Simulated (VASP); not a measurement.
Here is a VASP 6.6.1 calculation.

POSCAR

```
ZnS
1.0
    3.8087369172      0.0000000000      0.0000000000
   -1.9043684586      3.2984629266      0.0000000000
    0.0000000000      0.0000000000     12.4664651906
Zn S
4 4
Direct
    0.0010850976      0.0021701953      0.0001143945
   -0.0010850976     -0.0021701953      0.5001143945
    0.3378809060      0.6757618121      0.2500706171
    0.6621190940      0.3242381879      0.7500706171
    0.0040853683      0.0081707367      0.1872361431
   -0.0040853683     -0.0081707367      0.6872361431
    0.3325485153      0.6650970306      0.4375788453
    0.6674514847      0.3349029694      0.9375788453
```

File INCAR.step1:

```
SYSTEM = ZnS
  PREC = Accurate
  ENCUT = 550
  ISMEAR = 0
  SIGMA = 0.05
  LREAL = .FALSE.
  LASPH = .TRUE.
  NELM = 120
  NBANDS = 46
  GGA = PE
  ALGO = Normal
  EDIFF = 1E-5
  LWAVE = .TRUE.
  LCHARG = .FALSE.
  GGA_COMPAT = .FALSE.
```

Contents of INCAR.step2:

```
SYSTEM = ZnS
  PREC = Accurate
  ENCUT = 550
  EDIFF = 1E-6
  ISMEAR = 0
  SIGMA = 0.05
  LREAL = .FALSE.
  LASPH = .TRUE.
  NELM = 120
  ALGO = Normal
  ISIF = 2
  LWAVE = .FALSE.
  LCHARG = .FALSE.
  METAGGA = R2SCAN
  LMIXTAU = .TRUE.
  NBANDS = 46
  ISTART = 1
  GGA_COMPAT = .FALSE.
```

File KPOINTS:

```
regular mesh
0
G
  6 6 2
  0 0 0
```

Potentials or basis: VASP PAW PBE potentials, release 64 (Zn, S).

Launch:

```sh
$ cat potpaw_PBE.64/Zn/POTCAR potpaw_PBE.64/S/POTCAR > POTCAR
$ cp INCAR.step1 INCAR
$ mpirun -np 1 vasp_std > vasp.out
$ cp INCAR.step2 INCAR
$ mpirun -np 1 vasp_std > vasp.out
```

What does it give for the pressure?

0.0 GPa.

Predict the largest force.

0.018 eV/Å.

Estimate the band gap on the k mesh.

2.75 eV, direct.

Forces on the atoms (eV/Å):
```
Zn   0.000 -0.006 -0.008
Zn   0.000  0.006 -0.008
Zn   0.000 -0.017 -0.004
Zn   0.000  0.017 -0.004
S    0.000 -0.010  0.007
S    0.000  0.010  0.007
S    0.000  0.003  0.005
S    0.000 -0.003  0.005
```

Caveat: the cell differs from its parent crystal (mode 4 (57.0 1/cm) frozen in, largest displacement -0.030 Å); the PAW data sets were made with another functional, which shifts forces and pressure a little.
